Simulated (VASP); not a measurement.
**HfB2: single point with RPBE**

The system is HfB2.

```
Hf B
1.0
     3.16515    0.00000    0.00000
    -1.58258    2.74110    0.00000
     0.00000    0.00000    3.50089
Hf B
1 2
Direct
  0.00000 0.00000 0.00000
  0.33333 0.66667 0.50000
  0.66667 0.33333 0.50000
```

```
Program             : VASP 6.6.1
Task                : single point
Functional          : RPBE
Potentials or basis : VASP PAW PBE potentials, release 64 (Hf_pv, B)
Cutoff              : 520 eV
k mesh              : 8 × 8 × 8
Occupations         : gaussian, width 0.05 eV
Spin                : no spin polarisation
```

- Pressure: -0.5 GPa
- Band gap on the k mesh: zero (band 8 reaches 8.17 eV, above the bottom of band 9 at 7.61 eV)

Stress tensor (GPa, compression positive):
```
-0.59  0.00  0.00
 0.00 -0.59  0.00
 0.00  0.00 -0.38
```

Levels at points of the mesh, in eV from the Fermi level:
```csv
k point,band 5,band 6,band 7,band 8,band 9,band 10,band 11,band 12
"(0.00, 0.00, 0.00)",-2.93,-2.86,-2.86,-2.79,3.94,3.94,4.60,4.60
"(0.50, 0.00, 0.00)",-9.10,-4.04,-3.42,-2.80,2.06,2.68,5.43,5.59
"(0.00, 0.00, 0.50)",-8.29,-1.20,-1.20,0.30,0.30,1.01,1.01,2.24
"(0.50, 0.00, 0.50)",-7.52,-4.90,-4.63,-2.74,3.82,4.10,6.10,7.03
```

Run time: 14 s on 1 thread of Intel Xeon 6975P-C, on a shared host, peak memory 0.16 GiB.

Caveat: the PAW data sets were made with another functional, which shifts forces and pressure a little; spin-orbit coupling is left out, which moves the levels of the heavy elements.
